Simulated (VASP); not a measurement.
# WC (P1) in VASP: further runs

Runs on WC. Level: PBE+D3(BJ). Tasks: single point.

All numbers are computed with VASP 6.6.1; they aren't measurements. Logs are shortened: lines on timing, memory, paths and dates and some standing lists are left out, and cuts for length are marked.

**1. The cell of the first run**

The typed cell holds 16 atoms: a = 5.802 Å, b = 5.024 Å, c = 5.694 Å, α = 90.00°, β = 90.00°, γ = 90.00°.

**2. Single point, PBE+D3(BJ)**

INCAR reads:

```
PREC     = Accurate       # precision mode
ENCUT    = 520            # plane-wave cutoff, eV
EDIFF    = 1E-6           # SCF threshold, eV
ISMEAR   = -1             # smearing method
SIGMA    = 0.3            # smearing width, eV
LREAL    = Auto         
LASPH    = True           # aspherical terms in the spheres
NELM     = 80             # most SCF steps
ALGO     = Normal         # electronic algorithm
ISIF     = 2              # what is computed and relaxed
LWAVE    = False          # write WAVECAR
LCHARG   = False          # write CHGCAR
GGA      = PE             # functional
IVDW     = 12             # dispersion correction
NBANDS   = 86             # bands
```

KPOINTS reads:

```
Automatic mesh
0
Gamma
  2 2 2
```

POSCAR reads:

```
WC
1.0
   -2.9007650000     -5.0242720000      0.0000000000
    4.3511470000     -2.5121360000      0.0000000000
    0.0000000000      0.0000000000      5.6940560000
W C
8 8
Direct
    0.7284111851      0.4887331252     -0.0143131715
    0.7544217415      0.4588445720      0.4975890648
    0.4797691665      0.0098359366     -0.0063926312
    0.5075917339     -0.0231193439      0.4931282727
    0.2230118657      0.5099356594     -0.0123110837
    0.2377763458      0.4390872801      0.4963421505
   -0.0138551955     -0.0025029414     -0.0177377953
   -0.0015645928     -0.0256112965      0.4918989206
    0.5009715108      0.6175154791      0.2625193711
    0.5213264534      0.6803827887      0.7192588201
    0.2267386370      0.1128933365      0.2345779529
    0.2384060570      0.1316342440      0.7241586665
   -0.0081536909      0.6208128704      0.2557930586
   -0.0186620487      0.6363760595      0.7273549821
    0.7263575229      0.1541645180      0.2247606978
    0.7710129517      0.1870604199      0.7418086510
```

Potentials or basis: VASP PAW PBE potentials, release 64 (W_sv, C).

Run with:

```bash
$ cat potpaw_PBE.64/W_sv/POTCAR potpaw_PBE.64/C/POTCAR > POTCAR
$ mpirun -np 1 vasp_std > vasp.out
```

OUTCAR:

```text
PREC = Accurate
   ENCUT = 520
   EDIFF = 1E-6
   ISMEAR = -1
   LREAL = Auto
   LASPH = True
   NELM = 80
   ISIF = 2
   GGA = PE
   IVDW = 12
 IVDW          = 12

 ion  position               nearest neighbor table
   1  0.728  0.489  0.986-  16 2.07   9 2.16  10 2.16  15 2.16  14 2.21  13 2.27   2 2.79   3 2.81
                             5 2.87   7 2.89   2 2.92   5 2.93   7 2.96   3 2.99
   2  0.754  0.459  0.498-  16 1.95  14 2.06  13 2.11   9 2.14  10 2.16  15 2.19   1 2.79   6 2.81
                             4 2.81   8 2.82   1 2.92   8 2.95   4 2.97   6 3.00
   3  0.480  0.010  0.994-  15 2.07  11 2.08  12 2.17  10 2.29  16 2.39   9 2.50   1 2.81   4 2.85
                             4 2.86   7 2.87   5 2.92   5 2.92   7 2.94   1 2.99
   4  0.508  0.977  0.493-  10 1.97  15 2.18  12 2.18   9 2.23  11 2.30  16 2.34   6 2.80   2 2.81
                             8 2.85   3 2.85   3 2.86   8 2.95   2 2.97   6 3.12
   5  0.223  0.510  0.988-  13 2.11  14 2.14   9 2.31  12 2.42  11 2.44  10 2.46   7 2.81   6 2.82
                             1 2.87   7 2.92   6 2.92   3 2.92   3 2.92   1 2.93
   6  0.238  0.439  0.496-  12 2.02  13 2.18   9 2.22  11 2.22  14 2.22  10 2.41   8 2.72   4 2.80
                             2 2.81   5 2.82   5 2.92   2 3.00   8 3.03   4 3.12
   7  0.986  0.997  0.982-  16 2.08  11 2.09  12 2.18  15 2.19  14 2.32  13 2.45   8 2.80   5 2.81
                             3 2.87   1 2.89   8 2.91   5 2.92   3 2.94   1 2.96
   8  0.998  0.974  0.492-  12 2.08  11 2.09  14 2.17  16 2.22  13 2.23  15 2.37   6 2.72   7 2.80
                             2 2.82   4 2.85   7 2.91   2 2.95   4 2.95   6 3.03
   9  0.501  0.618  0.263-   2 2.14   1 2.16   6 2.22   4 2.23   5 2.31   3 2.50
  10  0.521  0.680  0.719-   4 1.97   2 2.16   1 2.16   3 2.29   6 2.41   5 2.46
  11  0.227  0.113  0.235-   3 2.08   7 2.09   8 2.09   6 2.22   4 2.30   5 2.44
  12  0.238  0.132  0.724-   6 2.02   8 2.08   3 2.17   7 2.18   4 2.18   5 2.42
  13  0.992  0.621  0.256-   5 2.11   2 2.11   6 2.18   8 2.23   1 2.27   7 2.45
  14  0.981  0.636  0.727-   2 2.06   5 2.14   8 2.17   1 2.21   6 2.22   7 2.32
  15  0.726  0.154  0.225-   3 2.07   1 2.16   4 2.18   2 2.19   7 2.19   8 2.37
  16  0.771  0.187  0.742-   2 1.95   1 2.07   7 2.08   8 2.22   4 2.34   3 2.39

  LATTYP: Found a simple orthorhombic cell.
 ALAT       =     5.0242718376
 B/A-ratio  =     1.1333096982
 C/A-ratio  =     1.1547005964

  Lattice vectors:

 A1 = (   4.3511470000,  -2.5121360000,   0.0000000000)
 A2 = (   0.0000000000,   0.0000000000,   5.6940560000)
 A3 = (  -2.9007650000,  -5.0242720000,   0.0000000000)

Analysis of symmetry for initial positions (statically):
=====================================================================
 Subroutine PRICEL returns:
 Original cell was already a primitive cell.

 Routine SETGRP: Setting up the symmetry group for a
 simple orthorhombic supercell.

 Subroutine GETGRP returns: Found  1 space group operations
 (whereof  1 operations were pure point group operations)
 out of a pool of  8 trial point group operations.

The static configuration has the point symmetry C_1 .

Analysis of symmetry for dynamics (positions and initial velocities):
=====================================================================
 Subroutine PRICEL returns:
 Original cell was already a primitive cell.

 Routine SETGRP: Setting up the symmetry group for a
 simple orthorhombic supercell.

 Subroutine GETGRP returns: Found  1 space group operations
 (whereof  1 operations were pure point group operations)
 out of a pool of  8 trial point group operations.

The dynamic configuration has the point symmetry C_1 .

 Subroutine INISYM returns: Found  1 space group operations
 (whereof  1 operations are pure point group operations),
 and found     1 'primitive' translations

----------------------------------------------------------------------------------------

                                     Primitive cell

  volume of cell :     165.9730

  direct lattice vectors                    reciprocal lattice vectors
    -2.900765000 -5.024272000  0.000000000    -0.086184169 -0.149275353  0.000000000
     4.351147000 -2.512136000  0.000000000     0.172368338 -0.099516914  0.000000000
     0.000000000  0.000000000  5.694056000     0.000000000  0.000000000  0.175621736

  length of vectors
     5.801529688  5.024271838  5.694056000     0.172368333  0.199033817  0.175621736

  position of ions in fractional coordinates (direct lattice)
     0.728411185  0.488733125  0.985686829
[... 40 lines left out ...]
 Grid dimensions read from file:
 generate k-points for:    2    2    2

 Generating k-lattice:

  Cartesian coordinates                     Fractional coordinates (reciprocal lattice)
    -0.043092085 -0.074637677  0.000000000     0.500000000  0.000000000  0.000000000
     0.086184169 -0.049758457  0.000000000     0.000000000  0.500000000  0.000000000
     0.000000000  0.000000000  0.087810868     0.000000000  0.000000000  0.500000000

  Length of vectors
     0.086184166  0.099516908  0.087810868

  Shift w.r.t. Gamma in fractional coordinates (k-lattice)
     0.000000000  0.000000000  0.000000000

 Subroutine IBZKPT returns following result:
 ===========================================

 Found      8 irreducible k-points:

 Following reciprocal coordinates:
            Coordinates               Weight
  0.000000  0.000000  0.000000      1.000000
  0.500000  0.000000  0.000000      1.000000
  0.000000  0.500000  0.000000      1.000000
  0.500000  0.500000  0.000000      1.000000
  0.000000  0.000000  0.500000      1.000000
  0.500000  0.000000  0.500000      1.000000
  0.000000  0.500000  0.500000      1.000000
  0.500000  0.500000  0.500000      1.000000
   k-points           NKPTS =      8   k-points in BZ     NKDIM =      8   number of bands    NBANDS=     86
   number of dos      NEDOS =    301   number of ions     NIONS =     16
   total plane-waves  NPLWV =  80640
   dimension x,y,z NGX =    48 NGY =   40 NGZ =   42
   dimension x,y,z NGXF=    96 NGYF=   80 NGZF=   84
   ions per type =               8   8
   NGX,Y,Z   is equivalent  to a cutoff of  13.75, 13.24, 12.26 a.u.
   NGXF,Y,Z  is equivalent  to a cutoff of  27.51, 26.47, 24.52 a.u.
 SYSTEM =  unknown system
   PREC   = accura    normal or accurate (medium, high low for compatibility)
   ISTART =      0    job   : 0-new  1-cont  2-samecut
   ICHARG =      2    charge: 1-file 2-atom 10-const
   ISPIN  =      1    spin polarized calculation?
   LNONCOLLINEAR =      F non collinear calculations
   LSORBIT =      F    spin-orbit coupling
   LASPH  =      T    aspherical Exc in radial PAW
   ENCUT  =  520.0 eV  38.22 Ry    6.18 a.u.  10.79  9.34 10.59*2*pi/ulx,y,z
   NELM   =     80;   NELMIN=  2; NELMDL= -5     # of ELM steps
   EDIFF  = 0.1E-05   stopping-criterion for ELM
   LREAL  =      T    real-space projection
   EDIFFG = 0.1E-04   stopping-criterion for IOM
   NSW    =      0    number of steps for IOM
   IBRION =     -1    ionic relax: 0-MD 1-quasi-New 2-CG
   NFREE  =      0    steps in history (QN), initial steepest desc. (CG)
   ISIF   =      2    stress and relaxation
   ISYM   =      2    0-nonsym 1-usesym 2-fastsym
   POTIM  = 0.5000    time-step for ionic-motion
   TEBEG  =    0.0;   TEEND  =   0.0 temperature during run
   PSTRESS=    0.0 pullay stress
   NELECT =     144.0000    total number of electrons
   NUPDOWN=      -1.0000    fix difference up-down
   EMIN   =  10.00;   EMAX   =-10.00  energy-range for DOS
   EFERMI =   0.00;   METHOD = LEGACY
   ISMEAR =    -1;   SIGMA  =   0.30  broadening in eV -4-tet -1-fermi 0-gaus
   EFERMI_NEDOS =   21; number of points for ismear=-14 and -15
   IALGO  =     38    algorithm
   IMIX   =      4    mixing-type and parameters
     AMIX     =   0.40;   BMIX     =  1.00
     AMIX_MAG =   1.60;   BMIX_MAG =  1.00
  volume/ion in A,a.u.               =      10.37        70.00
  Fermi-wavevector in a.u.,A,eV,Ry     =   1.561408  2.950634 33.170955  2.437996
  Thomas-Fermi vector in A             =   2.664478
   LORBIT       =      0    0 simple, 1 ext, 2 COOP (PROOUT), +10 PAW based schemes
   GGA     = PE    functional components
   LHFCALC =     F    Hartree Fock is set to
   AEXX    =    0.0000 exact exchange contribution
   IVDW    =    12    specifies the selected vdW correction
   LEPSILON=     F    determine dielectric tensor
   LRPA    =     F    only Hartree local field effects (RPA)
 non-spin polarized calculation
  energy-cutoff  :      520.00
  volume of cell :      165.97
 maximum number of plane-waves:      4498
 NGX is ok and might be reduce to    48
   NGX = 21   NGY = 19   NGZ = 21

 number of electron     143.9999995 magnetization

 Free energy of the ion-electron system (eV)
  ---------------------------------------------------
  ext. energy  EPLUGINS =         0.00000000
  ---------------------------------------------------
  free energy    TOTEN  =      -175.30347368 eV

  energy without entropy =     -173.99658032  energy(sigma->0) =     -174.65002700

 E-fermi :  11.5231     XC(G=0): -13.7768

 val. band max:       11.5107943591   @ k =   0.5000   0.0000   0.0000
 cond. band min:      11.5762980655   @ k =   0.0000   0.0000   0.5000
 fundamental gap:      0.0655037064
 Fermi energy:        11.5230862856

 k-point     1 :       0.0000    0.0000    0.0000
  band No.  band energies     occupation
      1     -62.9188      2.00000
      2     -62.8630      2.00000
      3     -62.8135      2.00000
      4     -62.7992      2.00000
      5     -62.7006      2.00000
      6     -62.6521      2.00000
[... 685 lines left out ...]
     83      14.9561      0.00002
     84      15.1989      0.00001
 [bands above 84 left out]

------------------------ aborting loop because EDIFF is reached ----------------------------------------

 Edisp (eV)   -7.39254

 E8    (eV) :    -3.3898

  FORCE on cell =-STRESS in cart. coord.  units (eV):
  Direction    XX          YY          ZZ          XY          YZ          ZX
  --------------------------------------------------------------------------------------
  -------------------------------------------------------------------------------------
  Total      13.13484    10.08199     9.40998    -2.08598     1.95137    -5.35726
  in kB     126.79379    97.32387    90.83679   -20.13649    18.83709   -51.71489
  external pressure =      104.98 kB  Pullay stress =        0.00 kB

 VOLUME and BASIS-vectors are now :
 -----------------------------------------------------------------------------
  energy-cutoff  :      520.00
  volume of cell :      165.97
      direct lattice vectors                 reciprocal lattice vectors
    -2.900765000 -5.024272000  0.000000000    -0.086184169 -0.149275353  0.000000000
     4.351147000 -2.512136000  0.000000000     0.172368338 -0.099516914  0.000000000
     0.000000000  0.000000000  5.694056000     0.000000000  0.000000000  0.175621736

 POSITION                                       TOTAL-FORCE (eV/Angst)
 -----------------------------------------------------------------------------------
      0.01360     -4.88750      5.61256         0.667699     -1.604746      1.669574
     -0.19190     -4.94310      2.83330         4.366189     -0.035404     -3.326342
     -1.34890     -2.43520      5.65766        -3.179330      0.661761     -1.163461
      2.77815     -5.00434      2.80790         0.988288      1.242264     -1.840198
      1.57190     -2.40150      5.62396        -3.521907     -0.608055      0.668669
      1.22080     -2.29770      2.82620         4.117847     -4.086738     -1.794085
[... 8 lines left out ...]
     -1.43620     -4.03670      1.27980        -1.434010     -0.910312      0.887190
     -1.42260     -4.34370      4.22390        -2.622243      3.749004      0.690951
 -----------------------------------------------------------------------------------
    total drift:                                0.013643     -0.001158      0.008647

  FREE ENERGIE OF THE ION-ELECTRON SYSTEM (eV)
  ---------------------------------------------------
  free  energy   TOTEN  =      -182.6960135285 eV

  energy  without entropy=     -181.3891201643  energy(sigma->0) =     -182.04256685
```

Wall time 6.7 min (1 thread of AMD EPYC 7R13, shared host); peak memory 0.28 GiB.

Results:

```yaml
Free_energy: -182.6960 eV
Pressure: 10.5 GPa
Largest_force: 6.073 eV/Å
Band_gap_on_the_k_mesh: zero (band 72 reaches 11.86 eV, above the bottom of band 73 at 11.50 eV)
Dispersion_energy_per_atom: -0.462 eV
```

Forces in eV/Å, atoms in the order of the input:
```
W    0.668 -1.605  1.670
W    4.366 -0.035 -3.326
W   -3.179  0.662 -1.163
W    0.988  1.242 -1.840
W   -3.522 -0.608  0.669
W    4.118 -4.087 -1.794
W   -1.801  1.148  1.011
W   -0.732  2.265 -1.179
C    2.056  0.695 -1.402
C   -1.159  2.986  2.907
C    1.132 -1.841  0.858
C   -0.065 -1.026  1.949
C    0.895 -0.413 -1.456
C    0.293 -2.222  1.520
C   -1.434 -0.910  0.887
C   -2.622  3.749  0.691
```

Caveat: the k points lie up to 0.63 Å⁻¹ apart; spin-orbit coupling is left out, which moves the levels of the heavy elements; pairwise dispersion overbinds metals, which lowers pressure and volume; forces of over 1 eV/Å act on the atoms, so gaps and moduli don't describe the material at rest.

**3. Single point, PBE+D3(BJ)**

INCAR reads:

```
SYSTEM = WC
PREC = Accurate ; ENCUT = 520
EDIFF = 1E-6 ; ISMEAR = -1
SIGMA = 0.3 ; LREAL = Auto
LASPH = .True. ; NELM = 80
ALGO = Normal ; ISIF = 2
LWAVE = .False. ; LCHARG = .False.
GGA = PE ; IVDW = 12
NBANDS = 86
```

KPOINTS reads:

```
Automatic mesh
0
Gamma
  2 2 2
  0 0 0
```

POSCAR reads:

```
WC
1.0
   -2.9007650000     -5.0242720000      0.0000000000
    4.3511470000     -2.5121360000      0.0000000000
    0.0000000000      0.0000000000      5.6940560000
W C
8 8
Direct
    0.7655967224      0.4456103589      0.0017913417
    0.7240832679      0.5171729203      0.4925838453
    0.4879127367     -0.0572446323     -0.0192832666
    0.4724248431     -0.0116995702      0.4785516686
    0.2669085532      0.4523954234     -0.0118369050
    0.2342558105      0.5420228405      0.4828192768
   -0.0127748162     -0.0509191576      0.0051105925
   -0.0209009069      0.0193906068      0.4987306061
    0.4642435907      0.6484178906      0.2230747292
    0.4751209471      0.6502685876      0.7350823385
    0.2072680677      0.1222978577      0.2201418462
    0.2631782959      0.1523088945      0.7336422403
    0.0335017923      0.6271865388      0.2252700009
    0.0101724010      0.6714569158      0.7640423628
    0.7319523511      0.0921416265      0.2490491839
    0.7434827222      0.1536304470      0.7353633333
```

Potentials or basis: VASP PAW PBE potentials, release 64 (W_sv, C).

Run with:

```bash
$ cat potpaw_PBE.64/W_sv/POTCAR potpaw_PBE.64/C/POTCAR > POTCAR
$ mpirun -np 1 vasp_std > vasp.out
```

It took 6.8 min on 1 thread of AMD EPYC 7R13, shared host; peak memory 0.28 GiB.

It converged, with:

```yaml
Free_energy: -180.2937 eV
Pressure: 15.9 GPa
Largest_force: 8.302 eV/Å
Band_gap_on_the_k_mesh: zero (band 72 reaches 11.76 eV, above the bottom of band 73 at 11.66 eV)
Dispersion_energy_per_atom: -0.462 eV
```

Forces on the atoms (eV/Å):
```
W    3.006  0.676 -0.647
W   -3.735 -0.542 -0.027
W    3.604 -3.084  0.562
W    0.199 -1.391  1.136
W    2.300  2.493 -1.321
W   -6.645  3.685  3.345
W    3.194 -0.666 -2.136
W   -3.448  0.492  0.312
C   -2.505 -2.643  2.011
C   -0.896 -1.976 -0.384
C   -0.928 -3.838  1.688
C    0.990  1.379  0.080
C    3.285  3.858 -0.478
C   -1.580  2.285 -2.965
C    2.454 -1.222 -1.771
C    0.706  0.496  0.595
```

Stress tensor (GPa, compression positive):
```
14.33 -1.46  4.92
-1.46 16.81 -4.67
 4.92 -4.67 16.63
```

Levels at points of the mesh, in eV from the Fermi level:
| k point | band 69 | band 70 | band 71 | band 72 | band 73 | band 74 | band 75 | band 76 |
| --- | --- | --- | --- | --- | --- | --- | --- | --- |
| (0.00, 0.00, 0.00) | -0.86 | -0.77 | -0.36 | -0.23 | 0.29 | 0.45 | 0.73 | 1.15 |
| (0.50, 0.00, 0.00) | -1.14 | -0.88 | -0.15 | 0.20 | 0.22 | 0.34 | 0.43 | 0.53 |
| (0.00, 0.50, 0.00) | -1.42 | -1.09 | -0.05 | 0.11 | 0.60 | 1.09 | 1.36 | 1.69 |
| (0.50, 0.50, 0.00) | -1.58 | -1.41 | -1.31 | -1.22 | 0.78 | 1.00 | 1.16 | 1.37 |
| (0.00, 0.00, 0.50) | -0.88 | -0.77 | -0.53 | -0.01 | 0.14 | 0.30 | 0.78 | 1.59 |
| (0.50, 0.00, 0.50) | -1.16 | -1.04 | -0.91 | -0.73 | 0.11 | 0.19 | 0.31 | 0.51 |
| (0.00, 0.50, 0.50) | -1.41 | -1.20 | -0.79 | -0.63 | 0.37 | 0.69 | 0.88 | 1.19 |
| (0.50, 0.50, 0.50) | -1.69 | -1.48 | -1.38 | -1.05 | 0.92 | 1.07 | 1.28 | 1.38 |

Caveat: the k points lie up to 0.63 Å⁻¹ apart; spin-orbit coupling is left out, which moves the levels of the heavy elements; pairwise dispersion overbinds metals, which lowers pressure and volume; forces of over 1 eV/Å act on the atoms, so gaps and moduli don't describe the material at rest.
